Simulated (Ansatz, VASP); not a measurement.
# One calculation of P, two programs

```
CELL_PARAMETERS angstrom
3.28373 0.00000 0.00000
0.00000 34.85703 0.00000
0.00000 0.00000 4.63208
ATOMIC_POSITIONS crystal
P 0.05117 0.97026 0.55984
P 0.00000 0.02974 0.40785
P 0.50000 0.02974 0.09215
P 0.50000 0.97026 0.90785
```

Alike in both runs: task single point; functional r2SCAN; k mesh 8 × 1 × 6; occupations gaussian, width 0.05 eV; no spin polarisation.

```csv
,VASP,Ansatz
version,VASP 6.6.1,Ansatz 0.2.0
potentials or method,"VASP PAW PBE potentials, release 64 (P), cutoff 520 eV","scalar-relativistic, plane waves, PAW"
valence electrons in the cell,20,20
```

|  | VASP | Ansatz | Ansatz less VASP |
| --- | --- | --- | --- |
| gap on the k mesh at the Fermi level (eV) | 1.19 | 1.17 | -0.020 |
| least direct gap on the mesh (eV) | 1.37 | 1.34 | -0.030 |
| rms of the force components (eV/Å) | 0.745 | 0.745 | -0.0007 |

VASP's potentials were made for PBE, not for r2SCAN. Atom by atom the forces differ by 0.058 eV/Å (rms over components). With one functional, cell and mesh, what is left measures potentials, basis and numerics.
